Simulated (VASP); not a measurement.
# O (C2/m) in VASP: single point with PBEsol

Aim: the single point of O with PBEsol.

All numbers are computed with VASP 6.6.1; they aren't measurements. Logs are shortened: lines on timing, memory, paths and dates and some standing lists are left out, and cuts for length are marked.

### 1 The cell of the first run

The structure is monoclinic, space group C2/m (No. 12). Conventional cell: a = 7.816 Å, b = 8.790 Å, c = 3.821 Å, α = 90.00°, β = 96.42°, γ = 90.00°. Within 5.2 Å of O (site symmetry 2) lie 8 O at 3.82 to 5.17 Å.

### 2 Single point, PBEsol

File INCAR:

```
SYSTEM = O
PREC = Accurate
ENCUT = 520
EDIFF = 1E-6
ISMEAR = -1
SIGMA = 0.05
LREAL = .False.
LASPH = .True.
NELM = 60
ALGO = Normal
ISIF = 2
LWAVE = .False.
LCHARG = .False.
GGA = PS
NBANDS = 13
```

File KPOINTS:

```
Automatic mesh
0
Gamma
  4 4 6
  0 0 0
```

File POSCAR:

```
O
1.0
    3.9079910000     -4.3947970000      0.0000000000
    3.9079910000      4.3947970000      0.0000000000
   -0.4271980000      0.0000000000      3.7967590000
O
2
Direct
    0.2282110000      0.7717890000      0.0000000000
    0.7717890000      0.2282110000      0.0000000000
```

Potentials or basis: VASP PAW PBE potentials, release 64 (O).

Run with:

```bash
$ cat potpaw_PBE.64/O/POTCAR > POTCAR
$ mpirun -np 1 vasp_std > vasp.out
```

OUTCAR:

```text
SYSTEM = O
   PREC = Accurate
   ENCUT = 520
   EDIFF = 1E-6
   ISMEAR = -1
   LREAL = .False.
   LASPH = .True.
   NELM = 60
   ISIF = 2
   GGA = PS

 ion  position               nearest neighbor table
   1  0.228  0.772  0.000-
   2  0.772  0.228  0.000-

  LATTYP: Found a base centered monoclinic cell.
 ALAT       =     7.8159820000
 B/A-ratio  =     1.1245668171
 C/A-ratio  =     0.4888338819
 COS(beta)  =    -0.1118109559

  Lattice vectors:

 A1 = (   3.9079910000,  -4.3947970000,   0.0000000000)
 A2 = (   3.9079910000,   4.3947970000,   0.0000000000)
 A3 = (  -0.4271980000,   0.0000000000,   3.7967590000)

Analysis of symmetry for initial positions (statically):
=====================================================================
 Subroutine PRICEL returns:
 Original cell was already a primitive cell.

 Routine SETGRP: Setting up the symmetry group for a
 base centered monoclinic supercell.

 Subroutine GETGRP returns: Found  4 space group operations
 (whereof  4 operations were pure point group operations)
 out of a pool of  4 trial point group operations.

The static configuration has the point symmetry C_2h.

Analysis of symmetry for dynamics (positions and initial velocities):
=====================================================================
 Subroutine PRICEL returns:
 Original cell was already a primitive cell.

 Routine SETGRP: Setting up the symmetry group for a
 base centered monoclinic supercell.

 Subroutine GETGRP returns: Found  4 space group operations
 (whereof  4 operations were pure point group operations)
 out of a pool of  4 trial point group operations.

The dynamic configuration has the point symmetry C_2h.

 Subroutine INISYM returns: Found  4 space group operations
 (whereof  4 operations are pure point group operations),
 and found     1 'primitive' translations

----------------------------------------------------------------------------------------

                                     Primitive cell

  volume of cell :     130.4174

  direct lattice vectors                    reciprocal lattice vectors
     3.907991000 -4.394797000  0.000000000     0.127942976 -0.113770898  0.014395695
     3.907991000  4.394797000  0.000000000     0.127942976  0.113770898  0.014395695
    -0.427198000  0.000000000  3.796759000     0.000000000  0.000000000  0.263382532

  length of vectors
     5.881040242  5.881040242  3.820716822     0.171815187  0.171815187  0.263382532

  position of ions in fractional coordinates (direct lattice)
     0.228211000  0.771789000  0.000000000
     0.771789000  0.228211000  0.000000000

  ion indices of the primitive-cell ions
   primitive index   ion index
                 1           1
                 2           2

----------------------------------------------------------------------------------------

 KPOINTS: Automatic mesh

Automatic generation of k-mesh.
 Grid dimensions read from file:
 generate k-points for:    4    4    6

 Generating k-lattice:

  Cartesian coordinates                     Fractional coordinates (reciprocal lattice)
     0.031985744 -0.028442724  0.003598924     0.250000000 -0.000000000  0.000000000
     0.031985744  0.028442724  0.003598924    -0.000000000  0.250000000  0.000000000
     0.000000000  0.000000000  0.043897089     0.000000000  0.000000000  0.166666667

  Length of vectors
     0.042953797  0.042953797  0.043897089

  Shift w.r.t. Gamma in fractional coordinates (k-lattice)
     0.000000000  0.000000000  0.000000000

 Subroutine IBZKPT returns following result:
 ===========================================

 Found     34 irreducible k-points:

 Following reciprocal coordinates:
            Coordinates               Weight
  0.000000  0.000000  0.000000      1.000000
  0.250000 -0.000000  0.000000      4.000000
  0.500000 -0.000000  0.000000      2.000000
  0.250000  0.250000  0.000000      2.000000
  0.500000  0.250000  0.000000      4.000000
 -0.250000  0.250000  0.000000      2.000000
[... 16 lines left out ...]
  0.500000  0.250000  0.333333      4.000000
 -0.250000  0.250000  0.333333      4.000000
 [... further k-points ...]
   k-points           NKPTS =     34   k-points in BZ     NKDIM =     34   number of bands    NBANDS=     13
   number of dos      NEDOS =    301   number of ions     NIONS =      2
   total plane-waves  NPLWV =  64512
   dimension x,y,z NGX =    48 NGY =   48 NGZ =   28
   dimension x,y,z NGXF=    96 NGYF=   96 NGZF=   56
   ions per type =               2
   NGX,Y,Z   is equivalent  to a cutoff of  13.57, 13.57, 12.18 a.u.
   NGXF,Y,Z  is equivalent  to a cutoff of  27.14, 27.14, 24.37 a.u.
 SYSTEM =  O
   PREC   = accura    normal or accurate (medium, high low for compatibility)
   ISTART =      0    job   : 0-new  1-cont  2-samecut
   ICHARG =      2    charge: 1-file 2-atom 10-const
   ISPIN  =      1    spin polarized calculation?
   LNONCOLLINEAR =      F non collinear calculations
   LSORBIT =      F    spin-orbit coupling
   LASPH  =      T    aspherical Exc in radial PAW
   ENCUT  =  520.0 eV  38.22 Ry    6.18 a.u.  10.93 10.93  7.10*2*pi/ulx,y,z
   NELM   =     60;   NELMIN=  2; NELMDL= -5     # of ELM steps
   EDIFF  = 0.1E-05   stopping-criterion for ELM
   LREAL  =      F    real-space projection
   EDIFFG = 0.1E-04   stopping-criterion for IOM
   NSW    =      0    number of steps for IOM
   IBRION =     -1    ionic relax: 0-MD 1-quasi-New 2-CG
   NFREE  =      0    steps in history (QN), initial steepest desc. (CG)
   ISIF   =      2    stress and relaxation
   ISYM   =      2    0-nonsym 1-usesym 2-fastsym
   POTIM  = 0.5000    time-step for ionic-motion
   TEBEG  =    0.0;   TEEND  =   0.0 temperature during run
   PSTRESS=    0.0 pullay stress
   NELECT =      12.0000    total number of electrons
   NUPDOWN=      -1.0000    fix difference up-down
   EMIN   =  10.00;   EMAX   =-10.00  energy-range for DOS
   EFERMI =   0.00;   METHOD = LEGACY
   ISMEAR =    -1;   SIGMA  =   0.05  broadening in eV -4-tet -1-fermi 0-gaus
   EFERMI_NEDOS =   21; number of points for ismear=-14 and -15
   IALGO  =     38    algorithm
   IMIX   =      4    mixing-type and parameters
     AMIX     =   0.40;   BMIX     =  1.00
     AMIX_MAG =   1.60;   BMIX_MAG =  1.00
  volume/ion in A,a.u.               =      65.21       440.05
  Fermi-wavevector in a.u.,A,eV,Ry     =   0.739078  1.396654  7.431990  0.546236
  Thomas-Fermi vector in A             =   1.833154
   LORBIT       =      0    0 simple, 1 ext, 2 COOP (PROOUT), +10 PAW based schemes
   GGA     = PS    functional components
   LHFCALC =     F    Hartree Fock is set to
   AEXX    =    0.0000 exact exchange contribution
   IVDW    =     0    specifies the selected vdW correction
   LEPSILON=     F    determine dielectric tensor
   LRPA    =     F    only Hartree local field effects (RPA)
 non-spin polarized calculation
  energy-cutoff  :      520.00
  volume of cell :      130.42
 maximum number of plane-waves:      3532
 NGX is ok and might be reduce to    48
   NGX = 21   NGY = 21   NGZ = 15

 number of electron      11.9999992 magnetization

 Free energy of the ion-electron system (eV)
  ---------------------------------------------------
  ext. energy  EPLUGINS =         0.00000000
  ---------------------------------------------------
  free energy    TOTEN  =        -0.60540512 eV

  energy without entropy =       -0.34217892  energy(sigma->0) =       -0.47379202

 E-fermi :  -7.8999     XC(G=0):  -3.6755

 val. band max:       -7.9000828806   @ k =   0.5000   0.2500   0.1667
 cond. band min:      -7.8985554326   @ k =   0.5000  -0.0000   0.1667
 fundamental gap:      0.0015274480
 Fermi energy:        -7.8998659482

 k-point     1 :       0.0000    0.0000    0.0000
  band No.  band energies     occupation
      1     -22.8276      2.00000
      2     -22.7996      2.00000
      3      -8.1003      1.96435
      4      -8.0211      1.83739
      5      -7.9104      1.10513
      6      -7.8580      0.60424
      7      -7.8279      0.38331
      8      -7.8011      0.24375
      9      -0.2102      0.00000
     10       3.5674      0.00000
     11       4.2187      0.00000
     12       4.2505      0.00000
     13       5.0930      0.00000

 k-point     2 :       0.2500   -0.0000    0.0000
  band No.  band energies     occupation
      1     -22.8237      2.00000
      2     -22.8033      2.00000
      3      -8.0687      1.93397
      4      -8.0187      1.82993
      5      -7.9207      1.20523
      6      -7.8930      0.93187
      7      -7.8261      0.37204
      8      -7.8051      0.26117
      9       0.1096      0.00000
     10       2.3683      0.00000
     11       4.2477      0.00000
     12       4.7178      0.00000
     13       5.6274      0.00000

 k-point     3 :       0.5000   -0.0000    0.0000
  band No.  band energies     occupation
      1     -22.8167      2.00000
      2     -22.8101      2.00000
      3      -8.0160      1.82160
      4      -7.9984      1.75529
      5      -7.9759      1.64142
      6      -7.9236      1.23267
      7      -7.8196      0.33474
      8      -7.8120      0.29427
      9       0.9962      0.00000
     10       1.0328      0.00000
     11       4.6819      0.00000
     12       4.7478      0.00000
     13       5.7162      0.00000
[... 305 lines left out ...]
 k-point    23 :       0.5000    0.2500    0.3333
  band No.  band energies     occupation
      1     -22.7993      2.00000
      2     -22.7907      2.00000
      3      -8.0561      1.91574
      4      -8.0484      1.90246
      5      -8.0328      1.86900
      6      -8.0026      1.77302
      7      -7.8772      0.77709
      8      -7.8515      0.55090
      9       2.1983      0.00000
     10       2.8076      0.00000
     11       4.0895      0.00000
     12       4.4903      0.00000
     13       5.2740      0.00000

 k-point    24 :      -0.2500    0.2500    0.3333
  band No.  band energies     occupation
      1     -22.8046      2.00000
      2     -22.7855      2.00000
      3      -8.0757      1.94237
      4      -8.0685      1.93366
      5      -8.0153      1.81930
      6      -7.9789      1.65842
      7      -7.8946      0.94765
      8      -7.8274      0.38019
      9       1.5600      0.00000
     10       3.4686      0.00000
     11       4.3450      0.00000
     12       4.8170      0.00000
     13       5.2428      0.00000

 [... further k-points ...]

------------------------ aborting loop because EDIFF is reached ----------------------------------------

  FORCE on cell =-STRESS in cart. coord.  units (eV):
  Direction    XX          YY          ZZ          XY          YZ          ZX
  --------------------------------------------------------------------------------------
  -------------------------------------------------------------------------------------
  Total       -0.7787407     -0.4106720     -0.9546806      0.0000000      0.0000000      0.1046736
  in kB       -9.5668301     -5.0451054    -11.7282517      0.0000000      0.0000000      1.2859155
  external PRESSURE =      -8.7800624 kB  Pullay stress =       0.0000000 kB

 VOLUME and BASIS-vectors are now :
 -----------------------------------------------------------------------------
  energy-cutoff  :      520.00
  volume of cell :      130.42
      direct lattice vectors                 reciprocal lattice vectors
     3.907991000 -4.394797000  0.000000000     0.127942976 -0.113770898  0.014395695
     3.907991000  4.394797000  0.000000000     0.127942976  0.113770898  0.014395695
    -0.427198000  0.000000000  3.796759000     0.000000000  0.000000000  0.263382532

 POSITION                                       TOTAL-FORCE (eV/Angst)
 -----------------------------------------------------------------------------------
      3.90799      2.38891      0.00000        -0.000000      0.056689      0.000000
      3.90799     -2.38891      0.00000         0.000000     -0.056689     -0.000000
 -----------------------------------------------------------------------------------
    total drift:                                0.000000      0.000000     -0.000000

  FREE ENERGIE OF THE ION-ELECTRON SYSTEM (eV)
  ---------------------------------------------------
  free  energy   TOTEN  =        -0.6054051216 eV

  energy  without entropy=       -0.3421789168  energy(sigma->0) =       -0.47379202
```

Wall time 56 s (1 thread of Intel Xeon Platinum 8259CL at 2.50GHz (Skylake/Cascade Lake), shared host); peak memory 0.24 GiB.

What came out:

| Item | Value |
| --- | --- |
| Free energy | -0.6054 eV |
| Pressure | -0.9 GPa |
| Largest force | 0.057 eV/Å |
| Band gap on the k mesh | zero (bands 6 and 7 overlap by 0.10 eV) |

Forces in eV/Å, atoms in the order of the input:
```
O    0.000  0.057  0.000
O    0.000 -0.057  0.000
```

Levels at points of the mesh, in eV from the Fermi level:
```csv
k point,band 3,band 4,band 5,band 6,band 7,band 8,band 9,band 10
"(0.00, 0.00, 0.00)",-0.20,-0.12,-0.01,0.04,0.07,0.10,7.69,11.47
"(0.50, 0.00, 0.00)",-0.12,-0.10,-0.08,-0.02,0.08,0.09,8.90,8.93
"(0.50, 0.50, 0.00)",-0.23,-0.17,0.02,0.06,0.08,0.09,9.68,9.87
"(0.00, 0.00, 0.50)",-0.26,-0.19,-0.13,-0.07,0.03,0.07,10.36,10.48
"(0.50, 0.00, 0.50)",-0.23,-0.21,-0.07,-0.05,-0.03,0.02,11.08,11.11
"(0.50, 0.50, 0.50)",-0.23,-0.22,-0.15,-0.11,0.05,0.09,11.56,11.81
```

Caveat: the PAW data sets were made with another functional, which shifts forces and pressure a little.
